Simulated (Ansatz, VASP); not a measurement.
**Ge: VASP beside Ansatz**

```
Ge
1.0
    15.00000    0.00000    0.00000
     0.00000   15.50000    0.00000
     0.00000    0.00000   16.00000
Ge
1
Cartesian
  7.5000 7.7500 8.0000
```

Alike in both runs: task single point; functional r2SCAN; k mesh 1 × 1 × 1; occupations gaussian, width 0.005 eV; collinear spin.

```csv
,VASP,Ansatz
version,VASP 6.6.1,Ansatz 0.2.0
potentials or method,"VASP PAW PBE potentials, release 64 (Ge_d), cutoff 520 eV","scalar-relativistic, plane waves, PAW"
valence electrons in the cell,14,14
```

VASP gave:

```
gap on the k mesh at the Fermi level (eV)                     : 0.62
net moment per atom (μB)                                      : 2.00
size of the moment on the site where the two differ most (μB) : 0.76
```

**Question.** What did Ansatz give for the same quantities?

**Answer.** gap on the k mesh at the Fermi level (eV): 0.62; net moment per atom (μB): 2.00; size of the moment on the site where the two differ most (μB): 2.00.

VASP's potentials were made for PBE, not for r2SCAN. Site moments also hang on the region over which each program counts them.
